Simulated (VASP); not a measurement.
# InSe (R3m) in VASP: single point with PBE+D3(BJ)

Aim: the single point of InSe with PBE+D3(BJ).

Program: VASP 6.6.1. These are calculated values, not measurements. Logs are shortened: lines on timing, memory, paths and dates and some standing lists are left out, and cuts for length are marked.

**Experimental background.**

“The Interaction of Hydrogen with the van der Waals Crystal γ-InSe”, 2020, pmc:7321205 reports, for a bulk crystal of InSe at 300 K: band gap 1.25 eV.

The runs below are set against these values where they give the same quantity.

**1. The cell of the first run**

The structure is trigonal, space group R3m (No. 160). Conventional cell: a = 4.037 Å, b = 4.037 Å, c = 24.908 Å, α = 90.00°, β = 90.00°, γ = 120.00°. Within 3.5 Å of In (site symmetry 3m) lie 3 Se at 2.66 Å and 1 In at 2.79 Å. Within 3.5 Å of In (site symmetry 3m) lie 3 Se at 2.66 Å and 1 In at 2.79 Å. Within 3.5 Å of Se (site symmetry 3m) lie 3 In at 2.66 Å. Within 3.5 Å of Se (site symmetry 3m) lie 3 In at 2.66 Å.

**2. Single point, PBE+D3(BJ)**

Contents of INCAR:

```
PREC = Accurate
ENCUT = 520
EDIFF = 1E-7
ISMEAR = 0
SIGMA = 0.02
LREAL = False
LASPH = True
NELM = 100
ALGO = Normal
ISIF = 2
LWAVE = False
LCHARG = True
GGA = PE
IVDW = 12
LELF = True
LVHAR = True
NBANDS = 27
```

Contents of KPOINTS:

```
regular mesh
0
Gamma
  12 12 12
```

Contents of POSCAR:

```
InSe
1.0
    2.0184887454      1.1653750205      8.3027171598
   -2.0184887454      1.1653750205      8.3027171598
    0.0000000000     -2.3307500410      8.3027171598
In Se
2 2
Direct
   -0.0003856650     -0.0003856650     -0.0003856650
    0.1117587348      0.1117587348      0.1117587348
    0.6147242529      0.6147242529      0.6147242529
    0.8299026774      0.8299026774      0.8299026774
```

Potentials or basis: VASP PAW PBE potentials, release 64 (In_d, Se).

On the command line:

```console
$ cat potpaw_PBE.64/In_d/POTCAR potpaw_PBE.64/Se/POTCAR > POTCAR
$ mpirun -np 1 vasp_std > vasp.out
```

OUTCAR:

```text
PREC = Accurate
   ENCUT = 520
   EDIFF = 1E-7
   ISMEAR = 0
   LREAL = False
   LASPH = True
   NELM = 100
   ISIF = 2
   GGA = PE
   IVDW = 12
 IVDW          = 12

 ion  position               nearest neighbor table
   1  1.000  1.000  1.000-   3 2.66   3 2.66   3 2.66   2 2.79
   2  0.112  0.112  0.112-   4 2.66   4 2.66   4 2.66   1 2.79
   3  0.615  0.615  0.615-   1 2.66   1 2.66   1 2.66
   4  0.830  0.830  0.830-   2 2.66   2 2.66   2 2.66

  LATTYP: Found a trigonal (rhomboedric) cell.
 ALAT       =     8.6236597793
 COS(alpha) =     0.8904280397

  Lattice vectors:

 A1 = (   2.0184887454,   1.1653750205,   8.3027171598)
 A2 = (  -2.0184887454,   1.1653750205,   8.3027171598)
 A3 = (   0.0000000000,  -2.3307500410,   8.3027171598)

Analysis of symmetry for initial positions (statically):
=====================================================================
 Subroutine PRICEL returns:
 Original cell was already a primitive cell.

 Routine SETGRP: Setting up the symmetry group for a
 trigonal (rhombohedral) supercell.

 Subroutine GETGRP returns: Found  6 space group operations
 (whereof  6 operations were pure point group operations)
 out of a pool of 12 trial point group operations.

The static configuration has the point symmetry C_3v.

Analysis of symmetry for dynamics (positions and initial velocities):
=====================================================================
 Subroutine PRICEL returns:
 Original cell was already a primitive cell.

 Routine SETGRP: Setting up the symmetry group for a
 trigonal (rhombohedral) supercell.

 Subroutine GETGRP returns: Found  6 space group operations
 (whereof  6 operations were pure point group operations)
 out of a pool of 12 trial point group operations.

The dynamic configuration has the point symmetry C_3v.

 Subroutine INISYM returns: Found  6 space group operations
 (whereof  6 operations are pure point group operations),
 and found     1 'primitive' translations

----------------------------------------------------------------------------------------

                                     Primitive cell

  volume of cell :     117.1827

  direct lattice vectors                    reciprocal lattice vectors
     2.018488745  1.165375020  8.302717160     0.247710076  0.143015479  0.040147500
    -2.018488745  1.165375020  8.302717160    -0.247710076  0.143015479  0.040147500
     0.000000000 -2.330750041  8.302717160     0.000000000 -0.286030958  0.040147500

  length of vectors
     8.623659779  8.623659779  8.623659779     0.288834781  0.288834781  0.288834781

  position of ions in fractional coordinates (direct lattice)
     0.999614335  0.999614335  0.999614335
     0.111758735  0.111758735  0.111758735
     0.614724253  0.614724253  0.614724253
     0.829902677  0.829902677  0.829902677

  ion indices of the primitive-cell ions
   primitive index   ion index
                 1           1
                 2           2
                 3           3
                 4           4

----------------------------------------------------------------------------------------

 KPOINTS: regular mesh

Automatic generation of k-mesh.
 Grid dimensions read from file:
 generate k-points for:   12   12   12

 Generating k-lattice:

  Cartesian coordinates                     Fractional coordinates (reciprocal lattice)
     0.020642506  0.011917957  0.003345625     0.083333333  0.000000000 -0.000000000
    -0.020642506  0.011917957  0.003345625     0.000000000  0.083333333 -0.000000000
     0.000000000 -0.023835913  0.003345625    -0.000000000 -0.000000000  0.083333333

  Length of vectors
     0.024069565  0.024069565  0.024069565

  Shift w.r.t. Gamma in fractional coordinates (k-lattice)
     0.000000000  0.000000000  0.000000000

 Subroutine IBZKPT returns following result:
 ===========================================

 Found    189 irreducible k-points:

 Following reciprocal coordinates:
            Coordinates               Weight
  0.000000  0.000000  0.000000      1.000000
  0.083333  0.000000  0.000000      6.000000
  0.166667 -0.000000  0.000000      6.000000
  0.250000  0.000000  0.000000      6.000000
  0.333333  0.000000  0.000000      6.000000
  0.416667  0.000000  0.000000      6.000000
[... 16 lines left out ...]
  0.500000  0.166667  0.000000     12.000000
 -0.416667  0.166667  0.000000     12.000000
 [... further k-points ...]
   k-points           NKPTS =    189   k-points in BZ     NKDIM =    189   number of bands    NBANDS=     27
   number of dos      NEDOS =    301   number of ions     NIONS =      4
   total plane-waves  NPLWV = 262144
   dimension x,y,z NGX =    64 NGY =   64 NGZ =   64
   dimension x,y,z NGXF=   128 NGYF=  128 NGZF=  128
   ions per type =               2   2
   NGX,Y,Z   is equivalent  to a cutoff of  12.34, 12.34, 12.34 a.u.
   NGXF,Y,Z  is equivalent  to a cutoff of  24.68, 24.68, 24.68 a.u.
 SYSTEM =  unknown system
   PREC   = accura    normal or accurate (medium, high low for compatibility)
   ISTART =      0    job   : 0-new  1-cont  2-samecut
   ICHARG =      2    charge: 1-file 2-atom 10-const
   ISPIN  =      1    spin polarized calculation?
   LNONCOLLINEAR =      F non collinear calculations
   LSORBIT =      F    spin-orbit coupling
   LASPH  =      T    aspherical Exc in radial PAW
   ENCUT  =  520.0 eV  38.22 Ry    6.18 a.u.  16.03 16.03 16.03*2*pi/ulx,y,z
   NELM   =    100;   NELMIN=  2; NELMDL= -5     # of ELM steps
   EDIFF  = 0.1E-06   stopping-criterion for ELM
   LREAL  =      F    real-space projection
   EDIFFG = 0.1E-05   stopping-criterion for IOM
   NSW    =      0    number of steps for IOM
   IBRION =     -1    ionic relax: 0-MD 1-quasi-New 2-CG
   NFREE  =      0    steps in history (QN), initial steepest desc. (CG)
   ISIF   =      2    stress and relaxation
   ISYM   =      2    0-nonsym 1-usesym 2-fastsym
   POTIM  = 0.5000    time-step for ionic-motion
   TEBEG  =    0.0;   TEEND  =   0.0 temperature during run
   PSTRESS=    0.0 pullay stress
   NELECT =      38.0000    total number of electrons
   NUPDOWN=      -1.0000    fix difference up-down
   EMIN   =  10.00;   EMAX   =-10.00  energy-range for DOS
   EFERMI =   0.00;   METHOD = LEGACY
   ISMEAR =     0;   SIGMA  =   0.02  broadening in eV -4-tet -1-fermi 0-gaus
   EFERMI_NEDOS =   21; number of points for ismear=-14 and -15
   IALGO  =     38    algorithm
   IMIX   =      4    mixing-type and parameters
     AMIX     =   0.40;   BMIX     =  1.00
     AMIX_MAG =   1.60;   BMIX_MAG =  1.00
  volume/ion in A,a.u.               =      29.30       197.70
  Fermi-wavevector in a.u.,A,eV,Ry     =   1.124730  2.125431 17.211602  1.265017
  Thomas-Fermi vector in A             =   2.261403
   LORBIT       =      0    0 simple, 1 ext, 2 COOP (PROOUT), +10 PAW based schemes
   GGA     = PE    functional components
   LHFCALC =     F    Hartree Fock is set to
   AEXX    =    0.0000 exact exchange contribution
   IVDW    =    12    specifies the selected vdW correction
   LEPSILON=     F    determine dielectric tensor
   LRPA    =     F    only Hartree local field effects (RPA)
 non-spin polarized calculation
 Gauss-broadening in eV      SIGMA  =   0.02
  energy-cutoff  :      520.00
  volume of cell :      117.18
 maximum number of plane-waves:      3183
   NGX = 33   NGY = 33   NGZ = 33

 number of electron      37.9999997 magnetization

 Free energy of the ion-electron system (eV)
  ---------------------------------------------------
  ext. energy  EPLUGINS =         0.00000000
  ---------------------------------------------------
  free energy    TOTEN  =       -14.15596678 eV

  energy without entropy =      -14.15596678  energy(sigma->0) =      -14.15596678

 E-fermi :   4.2807     XC(G=0):  -8.9159

 val. band max:        4.1407257573   @ k =   0.5000   0.5000   0.5000
 cond. band min:       4.4254208486   @ k =   0.5000   0.5000   0.5000
 fundamental gap:      0.2846950913
 Fermi energy:         4.2806748749

 k-point     1 :       0.0000    0.0000    0.0000
  band No.  band energies     occupation
      1     -10.7068      2.00000
      2     -10.5207      2.00000
      3     -10.5207      2.00000
      4     -10.4372      2.00000
      5     -10.4372      2.00000
      6     -10.4296      2.00000
[... 19 lines left out ...]
     26       9.5060      0.00000
     27      11.5799      0.00000

 k-point     2 :       0.0833    0.0000    0.0000
  band No.  band energies     occupation
      1     -10.7065      2.00000
      2     -10.5469      2.00000
      3     -10.5197      2.00000
      4     -10.4625      2.00000
      5     -10.4324      2.00000
      6     -10.4315      2.00000
[... 19 lines left out ...]
     26       9.6675      0.00000
     27      11.6500      0.00000

 k-point     3 :       0.1667   -0.0000    0.0000
  band No.  band energies     occupation
      1     -10.7097      2.00000
      2     -10.6030      2.00000
      3     -10.5242      2.00000
      4     -10.5178      2.00000
      5     -10.4365      2.00000
      6     -10.4195      2.00000
[... 19 lines left out ...]
     26      10.0488      0.00000
     27      10.9542      0.00000

 k-point     4 :       0.2500    0.0000    0.0000
  band No.  band energies     occupation
      1     -10.7335      2.00000
      2     -10.6430      2.00000
      3     -10.5951      2.00000
      4     -10.5168      2.00000
      5     -10.4431      2.00000
      6     -10.4018      2.00000
[... 19 lines left out ...]
     26      10.4972      0.00000
     27      10.7843      0.00000
[... 516 lines left out ...]
      4     -10.5256      2.00000
      5     -10.4425      2.00000
      6     -10.3877      2.00000
[... 19 lines left out ...]
     26      10.7745      0.00000
     27      11.0906      0.00000

 k-point    23 :       0.5000    0.1667    0.0000
  band No.  band energies     occupation
      1     -10.8089      2.00000
      2     -10.7041      2.00000
      3     -10.6496      2.00000
      4     -10.5291      2.00000
      5     -10.4436      2.00000
      6     -10.3799      2.00000
[... 19 lines left out ...]
     26      10.9834      0.00000
     27      11.5865      0.00000

 k-point    24 :      -0.4167    0.1667    0.0000
  band No.  band energies     occupation
      1     -10.8189      2.00000
      2     -10.7141      2.00000
      3     -10.6488      2.00000
      4     -10.5304      2.00000
      5     -10.4440      2.00000
      6     -10.3770      2.00000
[... 19 lines left out ...]
     26      11.1192      0.00000
     27      11.8126      0.00000

 [... further k-points ...]

------------------------ aborting loop because EDIFF is reached ----------------------------------------

 Edisp (eV)   -1.19871

 E8    (eV) :    -0.5498

  FORCE on cell =-STRESS in cart. coord.  units (eV):
  Direction    XX          YY          ZZ          XY          YZ          ZX
  --------------------------------------------------------------------------------------
  -------------------------------------------------------------------------------------
  Total       0.02879     0.02879     0.02713    -0.00000     0.00000     0.00000
  in kB       0.39357     0.39357     0.37094    -0.00000     0.00000     0.00000
  external pressure =        0.39 kB  Pullay stress =        0.00 kB

 VOLUME and BASIS-vectors are now :
 -----------------------------------------------------------------------------
  energy-cutoff  :      520.00
  volume of cell :      117.18
      direct lattice vectors                 reciprocal lattice vectors
     2.018488745  1.165375020  8.302717160     0.247710076  0.143015479  0.040147500
    -2.018488745  1.165375020  8.302717160    -0.247710076  0.143015479  0.040147500
     0.000000000 -2.330750041  8.302717160     0.000000000 -0.286030958  0.040147500

 POSITION                                       TOTAL-FORCE (eV/Angst)
 -----------------------------------------------------------------------------------
      0.00000      0.00000     24.89855         0.000000      0.000000      0.014043
      0.00000      0.00000      2.78370         0.000000      0.000000     -0.014055
      0.00000      0.00000     15.31164         0.000000      0.000000     -0.014731
      0.00000      0.00000     20.67134         0.000000     -0.000000      0.014744
 -----------------------------------------------------------------------------------
    total drift:                               -0.000000      0.000000     -0.000679

  FREE ENERGIE OF THE ION-ELECTRON SYSTEM (eV)
  ---------------------------------------------------
  free  energy   TOTEN  =       -15.3546777260 eV

  energy  without entropy=      -15.3546777260  energy(sigma->0) =      -15.35467773
```

Run time: 21 min. Hardware: 1 thread of AMD EPYC 9R45 (Zen 5), shared host; peak memory 0.85 GiB.

Results:

* Free energy: -15.3547 eV
* Pressure: 0.0 GPa
* Largest force: 0.015 eV/Å
* Band gap on the k mesh: 0.28 eV
* Dispersion energy per atom: -0.300 eV

Forces in eV/Å, atoms in the order of the input:
```
In   0.000  0.000  0.014
In   0.000  0.000 -0.014
Se   0.000  0.000 -0.015
Se   0.000  0.000  0.015
```

Caveat: spin-orbit coupling is left out, which moves the levels of the heavy elements.

**3. Against experiment**

Step 2. Against the measured gap of InSe, 1.25 eV (300 K; “The Interaction of Hydrogen with the van der Waals Crystal γ-InSe”, 2020, pmc:7321205), the calculated 0.28 eV is off by -0.97 eV. Spin-orbit coupling on In, Se is left out. The value is that of PBE+D3(BJ) on a finite k mesh, which can miss the band edges, without temperature or zero-point motion. Semilocal functionals fall short of measured gaps as a rule.
